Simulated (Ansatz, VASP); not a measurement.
ZnSe: VASP beside Ansatz

```
CELL_PARAMETERS angstrom
0.00000 2.82135 2.82135
2.82135 0.00000 2.82135
2.82135 2.82135 0.00000
ATOMIC_POSITIONS crystal
Zn 0.00000 0.00000 0.00000
Se 0.25000 0.25000 0.25000
```

Alike in both runs: task single point; functional HSE06; k mesh 4 × 4 × 4; occupations fermi-dirac, width 0.05 eV; no spin polarisation.

```csv
,VASP,Ansatz
version,VASP 6.6.1,Ansatz 0.2.0 development build
potentials or method,"VASP PAW PBE potentials, release 64 (Zn, Se)","plane waves, PAW datasets (generated soft set 1)"
plane-wave cutoff (eV),520,420
valence electrons in the cell,18,28
```

|  | VASP | Ansatz | Ansatz less VASP |
| --- | --- | --- | --- |
| gap on the k mesh at the Fermi level (eV) | 2.49 | 2.49 | +0.007 |

VASP's potentials hold 18 valence electrons a cell and Ansatz's 28, so a difference there can come from the potentials and not from the codes.

The k mesh is coarse, so the values compare programs but aren't converged.
